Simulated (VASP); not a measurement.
# C (Cmmm) in VASP: a series of runs

Runs on C. Level: PBE+D3(BJ). Tasks: single point.

Everything below comes from runs of VASP 6.6.1. Logs are shortened: lines on timing, memory, paths and dates and some standing lists are left out, and cuts for length are marked.

## Step 1: The cell of the first run

It takes space group Cmmm (No. 65, orthorhombic). Conventional cell: a = 2.526 Å, b = 4.376 Å, c = 3.661 Å, α = 90.00°, β = 90.00°, γ = 90.00°. Within 1.8 Å of C (site symmetry m2m) lie 3 C at 1.34 to 1.52 Å.

## Step 2: Single point, PBE+D3(BJ) (atoms displaced along a vibrational mode, the cell strained)

Contents of INCAR:

```
PREC = Accurate
ENCUT = 520
EDIFF = 1E-6
ISMEAR = 0
SIGMA = 0.15
LREAL = F
LASPH = T
NELM = 60
ALGO = Normal
ISIF = 2
LWAVE = F
LCHARG = F
GGA = PE
IVDW = 12
NBANDS = 11
```

Contents of KPOINTS:

```
regular mesh
0
Gamma
  21 21 12
```

Contents of POSCAR:

```
C
1.0
    2.5262765552      0.0000000000      0.0000000000
   -1.2631382776      2.1878196737      0.0000000000
    0.0000000000      0.0000000000      3.6612690175
C
2
Direct
    0.3473884222      0.6947768445      0.0000000000
    0.6526115778      0.3052231555      0.0000000000
```

Potentials or basis: VASP PAW PBE potentials, release 64 (C).

Command:

```bash
> cat potpaw_PBE.64/C/POTCAR > POTCAR
> mpirun -np 1 vasp_std > vasp.out
```

OUTCAR:

```text
PREC = Accurate
   ENCUT = 520
   EDIFF = 1E-6
   ISMEAR = 0
   LREAL = F
   LASPH = T
   NELM = 60
   ISIF = 2
   GGA = PE
   IVDW = 12
 IVDW          = 12

 ion  position               nearest neighbor table
   1  0.347  0.695  0.000-   2 1.34   2 1.52   2 1.52
   2  0.653  0.305  0.000-   1 1.34   1 1.52   1 1.52

  LATTYP: Found a hexagonal cell.
 ALAT       =     2.5262765552
 C/A-ratio  =     1.4492748270

  Lattice vectors:

 A1 = (   2.5262765552,   0.0000000000,   0.0000000000)
 A2 = (  -1.2631382776,   2.1878196737,   0.0000000000)
 A3 = (   0.0000000000,   0.0000000000,   3.6612690175)

Analysis of symmetry for initial positions (statically):
=====================================================================
 Subroutine PRICEL returns:
 Original cell was already a primitive cell.

 Routine SETGRP: Setting up the symmetry group for a
 hexagonal supercell.

 Subroutine GETGRP returns: Found  8 space group operations
 (whereof  8 operations were pure point group operations)
 out of a pool of 24 trial point group operations.

The static configuration has the point symmetry D_2h.

Analysis of symmetry for dynamics (positions and initial velocities):
=====================================================================
 Subroutine PRICEL returns:
 Original cell was already a primitive cell.

 Routine SETGRP: Setting up the symmetry group for a
 hexagonal supercell.

 Subroutine GETGRP returns: Found  8 space group operations
 (whereof  8 operations were pure point group operations)
 out of a pool of 24 trial point group operations.

The dynamic configuration has the point symmetry D_2h.

 Subroutine INISYM returns: Found  8 space group operations
 (whereof  8 operations are pure point group operations),
 and found     1 'primitive' translations

----------------------------------------------------------------------------------------

                                     Primitive cell

  volume of cell :      20.2360

  direct lattice vectors                    reciprocal lattice vectors
     2.526276555  0.000000000  0.000000000     0.395839481  0.228538031  0.000000000
    -1.263138278  2.187819674  0.000000000     0.000000000  0.457076062  0.000000000
     0.000000000  0.000000000  3.661269018     0.000000000  0.000000000  0.273129343

  length of vectors
     2.526276555  2.526276555  3.661269018     0.457076062  0.457076062  0.273129343

  position of ions in fractional coordinates (direct lattice)
     0.347388422  0.694776844  0.000000000
     0.652611578  0.305223156  0.000000000

  ion indices of the primitive-cell ions
   primitive index   ion index
[... 84 lines left out ...]
   PSTRESS=    0.0 pullay stress
   NELECT =       8.0000    total number of electrons
   NUPDOWN=      -1.0000    fix difference up-down
   EMIN   =  10.00;   EMAX   =-10.00  energy-range for DOS
   EFERMI =   0.00;   METHOD = LEGACY
   ISMEAR =     0;   SIGMA  =   0.15  broadening in eV -4-tet -1-fermi 0-gaus
   EFERMI_NEDOS =   21; number of points for ismear=-14 and -15
   IALGO  =     38    algorithm
   IMIX   =      4    mixing-type and parameters
     AMIX     =   0.40;   BMIX     =  1.00
     AMIX_MAG =   1.60;   BMIX_MAG =  1.00
  volume/ion in A,a.u.               =      10.12        68.28
  Fermi-wavevector in a.u.,A,eV,Ry     =   1.201518  2.270539 19.641977  1.443645
  Thomas-Fermi vector in A             =   2.337324
   LORBIT       =      0    0 simple, 1 ext, 2 COOP (PROOUT), +10 PAW based schemes
   GGA     = PE    functional components
   LHFCALC =     F    Hartree Fock is set to
   AEXX    =    0.0000 exact exchange contribution
   IVDW    =    12    specifies the selected vdW correction
   LEPSILON=     F    determine dielectric tensor
   LRPA    =     F    only Hartree local field effects (RPA)
 non-spin polarized calculation
 Gauss-broadening in eV      SIGMA  =   0.15
  energy-cutoff  :      520.00
  volume of cell :       20.24
 maximum number of plane-waves:       571
   NGX =  9   NGY =  9   NGZ = 13

 number of electron       7.9999998 magnetization

 Free energy of the ion-electron system (eV)
  ---------------------------------------------------
  ext. energy  EPLUGINS =         0.00000000
  ---------------------------------------------------
  free energy    TOTEN  =       -17.99553145 eV

  energy without entropy =      -17.99495579  energy(sigma->0) =      -17.99524362

 E-fermi :   3.3381     XC(G=0):  -9.5616

 val. band max:        3.3184000976   @ k =  -0.1429  -0.4286   0.5000
 cond. band min:       3.3708186667   @ k =  -0.1429  -0.4286   0.4167
 fundamental gap:      0.0524185691
 Fermi energy:         3.3381318352

 k-point     1 :       0.0000    0.0000    0.0000
  band No.  band energies     occupation
      1     -15.5043      2.00000
      2      -2.9731      2.00000
      3      -1.1146      2.00000
      4       2.2650      2.00000
      5       7.5026      0.00000
      6       9.1485      0.00000
      7      12.9597      0.00000
      8      14.3586      0.00000
      9      15.0763      0.00000
     10      24.7661      0.00000
     11      25.7101      0.00000
[... 309 lines left out ...]
 k-point    24 :       0.0952    0.0476    0.0000
  band No.  band energies     occupation
      1     -15.1486      2.00000
      2      -2.5652      2.00000
      3      -1.9685      2.00000
      4       0.9578      2.00000
      5       7.9463      0.00000
      6      10.0720      0.00000
      7      13.2503      0.00000
      8      13.6359      0.00000
      9      15.7437      0.00000
     10      25.2578      0.00000
     11      25.7525      0.00000

 [... further k-points ...]

------------------------ aborting loop because EDIFF is reached ----------------------------------------

 Edisp (eV)   -0.27617

 E8    (eV) :    -0.0774

  FORCE on cell =-STRESS in cart. coord.  units (eV):
  Direction    XX          YY          ZZ          XY          YZ          ZX
  --------------------------------------------------------------------------------------
  -------------------------------------------------------------------------------------
  Total      -3.05395    -1.11285    -0.07337     0.00000     0.00000     0.00000
  in kB    -241.79572   -88.10955    -5.80876     0.00000     0.00000     0.00000
  external pressure =     -111.90 kB  Pullay stress =        0.00 kB

 VOLUME and BASIS-vectors are now :
 -----------------------------------------------------------------------------
  energy-cutoff  :      520.00
  volume of cell :       20.24
      direct lattice vectors                 reciprocal lattice vectors
     2.526276555  0.000000000  0.000000000     0.395839481  0.228538031  0.000000000
    -1.263138278  2.187819674  0.000000000     0.000000000  0.457076062  0.000000000
     0.000000000  0.000000000  3.661269018     0.000000000  0.000000000  0.273129343

 POSITION                                       TOTAL-FORCE (eV/Angst)
 -----------------------------------------------------------------------------------
     -0.00000      1.52005      0.00000         0.000000     -6.214244      0.000000
      1.26314      0.66777      0.00000         0.000000      6.214244     -0.000000
 -----------------------------------------------------------------------------------
    total drift:                               -0.000000      0.000000     -0.000000

  FREE ENERGIE OF THE ION-ELECTRON SYSTEM (eV)
  ---------------------------------------------------
  free  energy   TOTEN  =       -18.2717050449 eV

  energy  without entropy=      -18.2711293902  energy(sigma->0) =      -18.27141722
```

stdout:

```text
POSCAR found type information on POSCAR C
 POSCAR found :  1 types and       2 ions
 scaLAPACK will be used
 LDA part: xc-table for (Slater+PW92), standard interpolation
 POSCAR, INCAR and KPOINTS ok, starting setup
 FFT: planning ... GRIDC
 FFT: planning ... GRID_SOFT
 FFT: planning ... GRID
 WAVECAR not read
 entering main loop
```

Wall time 2.1 min (1 thread of AMD EPYC 7R43 (Zen 3), shared host); peak memory 0.22 GiB.

What came out:

```
Free energy                : -18.2717 eV
Pressure                   : -11.2 GPa
Largest force              : 6.214 eV/Å
Band gap on the k mesh     : zero (bands 4 and 5 overlap by 0.77 eV)
Dispersion energy per atom : -0.138 eV
```

Forces on the atoms (eV/Å):
```
C    0.000 -6.214  0.000
C    0.000  6.214  0.000
```

Caveat: the cell differs from its parent crystal (atoms displaced along a vibrational mode, the cell strained); the cell stands under tension; forces of over 1 eV/Å act on the atoms, so gaps and moduli don't describe the material at rest.

## Step 3: Single point, PBE+D3(BJ) (atoms displaced along a vibrational mode, the cell strained)

Contents of INCAR:

```
SYSTEM = C
PREC = Accurate
ENCUT = 520
EDIFF = 1E-7
ISMEAR = 0
SIGMA = 0.15
LREAL = .False.
LASPH = .True.
NELM = 60
ALGO = Normal
ISIF = 2
LWAVE = .False.
LCHARG = .False.
GGA = PE
IVDW = 12
NBANDS = 11
```

Contents of KPOINTS:

```
Automatic mesh
0
Gamma
  21 21 12
  0 0 0
```

Contents of POSCAR:

```
C
1.0
    2.5262765552      0.0000000000      0.0000000000
   -1.2631382776      2.1878196737      0.0000000000
    0.0000000000      0.0000000000      3.6612690175
C
2
Direct
    0.3192782444      0.6385564889      0.0000000000
    0.6807217556      0.3614435111      0.0000000000
```

Potentials or basis: VASP PAW PBE potentials, release 64 (C).

Command:

```bash
> cat potpaw_PBE.64/C/POTCAR > POTCAR
> mpirun -np 1 vasp_std > vasp.out
```

Run time: 2.4 min. Hardware: 1 thread of AMD EPYC 7R43 (Zen 3), shared host; peak memory 0.22 GiB.

It converged, with:

```
Free energy                : -18.3325 eV
Pressure                   : -12.7 GPa
Largest force              : 4.703 eV/Å
Band gap on the k mesh     : zero (bands 4 and 5 overlap by 0.31 eV)
Dispersion energy per atom : -0.138 eV
```

Forces in eV/Å, atoms in the order of the input:
```
C    0.000  4.703  0.000
C    0.000 -4.703  0.000
```

Stress tensor (GPa, compression positive):
```
-14.07   0.00   0.00
  0.00 -23.41   0.00
  0.00   0.00  -0.55
```

Levels at points of the mesh, in eV from the Fermi level:
| k point | band 1 | band 2 | band 3 | band 4 | band 5 | band 6 | band 7 | band 8 | band 9 |
| --- | --- | --- | --- | --- | --- | --- | --- | --- | --- |
| (0.00, 0.00, 0.00) | -18.96 | -6.43 | -4.66 | -1.13 | 4.05 | 5.63 | 10.23 | 10.86 | 10.98 |
| (0.00, 0.00, 0.50) | -18.81 | -7.70 | -4.64 | -1.10 | 5.68 | 8.96 | 10.30 | 10.64 | 11.17 |

Caveat: the cell differs from its parent crystal (atoms displaced along a vibrational mode, the cell strained); the cell stands under tension; forces of over 1 eV/Å act on the atoms, so gaps and moduli don't describe the material at rest.

## Step 4: Single point, PBE+D3(BJ) (atoms displaced along a vibrational mode, the cell strained)

Contents of INCAR:

```
SYSTEM = C
PREC = Accurate ; ENCUT = 520
EDIFF = 1E-6 ; ISMEAR = 0
SIGMA = 0.15 ; LREAL = .FALSE.
LASPH = .TRUE. ; NELM = 100
ALGO = Normal ; ISIF = 2
LWAVE = .FALSE. ; LCHARG = .FALSE.
GGA = PE ; IVDW = 12
NBANDS = 11
```

Contents of KPOINTS:

```
Automatic mesh
0
G
  21 21 12
  0 0 0
```

Contents of POSCAR:

```
C
1.0
    2.5262765552      0.0000000000      0.0000000000
   -1.2631382776      2.1878196737      0.0000000000
    0.0000000000      0.0000000000      3.6612690175
C
2
Direct
    0.3286483037      0.6572966074      0.0000000000
    0.6713516963      0.3427033926      0.0000000000
```

Command:

```bash
> cat potpaw_PBE.64/C/POTCAR > POTCAR
> mpirun -np 1 vasp_std > vasp.out
```

Wall time 2.3 min (1 thread of AMD EPYC 7R43 (Zen 3), shared host); peak memory 0.22 GiB.

Results (log left out):

- Free energy: -18.6019 eV
- Pressure: -16.6 GPa
- Largest force: 1.753 eV/Å
- Band gap on the k mesh: zero (bands 4 and 5 overlap by 0.31 eV)
- Dispersion energy per atom: -0.138 eV

Forces in eV/Å, atoms in the order of the input:
```
C    0.000  1.753  0.000
C    0.000 -1.753  0.000
```

Stress tensor (GPa, compression positive):
```
-22.96   0.00   0.00
  0.00 -26.47   0.00
  0.00   0.00  -0.44
```

Levels at points of the mesh, in eV from the Fermi level:
```csv
k point,band 2,band 3,band 4,band 5,band 6,band 7
"(0.00, 0.00, 0.00)",-6.46,-3.63,-2.46,3.96,7.07,8.60
"(0.00, 0.00, 0.50)",-7.74,-3.61,-2.44,7.11,8.66,8.93
```

Caveat: the cell differs from its parent crystal (atoms displaced along a vibrational mode, the cell strained); the cell stands under tension; forces of over 1 eV/Å act on the atoms, so gaps and moduli don't describe the material at rest.

## Step 5: Summary

| cell | gap on the mesh (eV) | pressure (GPa) | largest force (eV/Å) |
| --- | --- | --- | --- |
| as given, atomic positions A | none | -11.2 | 6.21 |
| as given, atomic positions B | none | -12.7 | 4.70 |
| as given, atomic positions C | none | -16.6 | 1.75 |

Alike in all rows: task single point; level PBE+D3(BJ); potentials or basis VASP PAW PBE potentials, release 64 (C); no spin polarisation; k mesh 21 × 21 × 12; cutoff (eV) 520; smearing gaussian 0.15 eV.

Caveats: the cell stands under tension; forces of over 1 eV/Å act on the atoms, so gaps and moduli don't describe the material at rest.

Absolute energies hang on the potentials; compare differences alone.
